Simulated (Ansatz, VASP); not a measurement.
# Two plane-wave programs on BAs

```
As B
1.0
     0.00000    2.38850    2.38850
     2.38850    0.00000    2.38850
     2.38850    2.38850    0.00000
As B
1 1
Direct
  0.75000 0.75000 0.75000
  0.00000 0.00000 0.00000
```

Alike in both runs: task band structure; functional PBEsol; k mesh 7 × 7 × 7; occupations fermi-dirac, width 0.05 eV; spin-orbit coupling, no magnetisation.

|  | VASP | Ansatz |
| --- | --- | --- |
| version | VASP 6.6.1 | Ansatz 0.2.0 |
| potentials or method | VASP PAW PBE potentials, release 64 (As, B) | Ansatz PAW |
| plane-wave cutoff (eV) | 520 | 420 |
| valence electrons in the cell | 8 | 18 |

```tsv
	VASP	Ansatz	Ansatz less VASP
pressure (GPa)	0.1	-0.8	-0.89
```

VASP's potentials were made for PBE, not for PBEsol. VASP's potentials hold 8 valence electrons a cell and Ansatz's 18, so a difference there can come from the potentials and not from the codes.
